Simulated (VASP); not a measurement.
Wanted: the native input for a VASP 6.6.1 run.

```
Task                   : single point
Functional             : PBE
Dispersion             : D3(BJ)
Potentials or basis    : VASP PAW PBE potentials, release 64 (N, H, Si, F)
Cutoff                 : 520 eV
k mesh                 : 1 × 1 × 1
Occupations            : fermi-dirac, width 0.02 eV
Spin                   : no spin polarisation
Dipole correction      : no
Further INCAR settings : LREAL = Auto; ALGO = Normal; EDIFF = 1e-06; NBANDS = 79
```

The structure of SiH3NF4 lies in POSCAR:

```
SiH3NF4
1.0
    7.7854430000      0.0000000000      0.0000000000
    0.0000000000      7.7854430000      0.0000000000
    0.0000000000      0.0000000000      7.7854430000
N H Si F
3 9 3 12
Direct
    0.8832381150      0.3043628988      0.7410239854
    0.6373176196      0.1629965051      0.4423768821
    0.3881603141      0.6930369922     -0.1955701172
    0.8084960612      0.2159414692      0.6769300090
    0.8004168806      0.4131556804      0.7558978982
    0.9772212063      0.3385549159      0.6539769156
    0.6151865732      0.2821933190      0.3867602653
    0.6993693230      0.0909646375      0.3523370475
    0.5159243989      0.1048752139      0.4411052781
    0.4441751099      0.8134797211     -0.1778575734
    0.2748719630      0.6889010683     -0.1348028622
    0.4565571927      0.6205684121     -0.1145984885
    0.8951963299      0.6916626324      0.2769913029
    0.3884043593      0.6131699892      0.5673537138
   -0.0048166816      0.2232114473     -0.0413207058
    0.9822177107      0.5450171557      0.3822133179
    1.0261586913      0.7543565601      0.1362928224
    0.7277684777      0.6230730865      0.1786025535
    0.8585510163      0.8400549590      0.4087371778
    0.6033439587      0.6162012875      0.5873654203
    0.3062510380      0.7999031012      0.5327506733
    0.3792462420      0.5352681922      0.3748277394
    0.2758481438      0.4596270244      0.6495198796
    0.0238778962      0.4219284632     -0.0012587595
   -0.1979463468      0.1482510372      0.0142702220
    0.1235382495      0.1146498664     -0.1647433550
    0.0914270389      0.1690591017      0.1399278114
```

These files were run (other wordings do the same):

INCAR

```
PREC = Accurate
ENCUT = 520
EDIFF = 1E-6
ISMEAR = -1
SIGMA = 0.02
LREAL = Auto
LASPH = T
NELM = 100
ALGO = Normal
ISIF = 2
LWAVE = F
LCHARG = F
GGA = PE
IVDW = 12
NBANDS = 79
```

KPOINTS

```
Automatic mesh
0
Gamma
  1 1 1
```

Potentials or basis: VASP PAW PBE potentials, release 64 (N, H, Si, F).

Command:

```console
$ cat potpaw_PBE.64/N/POTCAR potpaw_PBE.64/H/POTCAR potpaw_PBE.64/Si/POTCAR potpaw_PBE.64/F/POTCAR > POTCAR
$ mpirun -np 1 vasp_gam > vasp.out
```

It gave:

| Property | Result |
| --- | --- |
| Pressure | -0.3 GPa |
| Largest force | 1.934 eV/Å |
| Dispersion energy per atom | -0.038 eV |

Caveat: the k points lie up to 0.81 Å⁻¹ apart, too coarse for converged energies, forces and pressures.

Run time: 57 s on 1 thread of AMD EPYC 9R14 (Zen 4), with other jobs on the host, peak memory 0.42 GiB.
